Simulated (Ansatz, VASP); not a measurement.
## Two plane-wave programs on SnO

```
Sn O
1.0
     3.58557    0.00000    0.00000
     0.00000    3.58557    0.00000
     0.00000    0.00000    4.49842
Sn O
2 2
Direct
  0.50000 0.00000 0.26550
  0.00000 0.50000 0.73450
  0.00000 0.00000 0.00000
  0.50000 0.50000 0.00000
```

Change from the starting cell: hydrostatic strain -5.5%.

Alike in both runs: task single point; functional r2SCAN; k mesh 6 × 6 × 6; occupations fermi-dirac, width 0.02 eV; no spin polarisation.

|  | VASP | Ansatz |
| --- | --- | --- |
| version | VASP 6.6.1 | Ansatz 0.2.0 |
| potentials or method | VASP PAW PBE potentials, release 64 (Sn_d, O) | plane waves, PAW |
| plane-wave cutoff (eV) | 660 | 500 |
| valence electrons in the cell | 40 | 40 |

Ansatz gave:

| Property | Result |
| --- | --- |
| pressure (GPa) | 15.1 |
| traceless stress, the component that is largest in VASP (GPa) | -6.33 |
| rms of the force components (eV/Å) | 0.008 |

**Question.** Which values does VASP return?

**Answer.** Pressure (GPa): 15.9; traceless stress, the component that is largest in VASP (GPa): -6.31; rms of the force components (eV/Å): 0.058.

VASP's potentials were made for PBE, not for r2SCAN. Atom by atom the forces differ by 0.066 eV/Å (rms over components). The functional is the same, so the differences come from potentials, cutoffs and numerics.
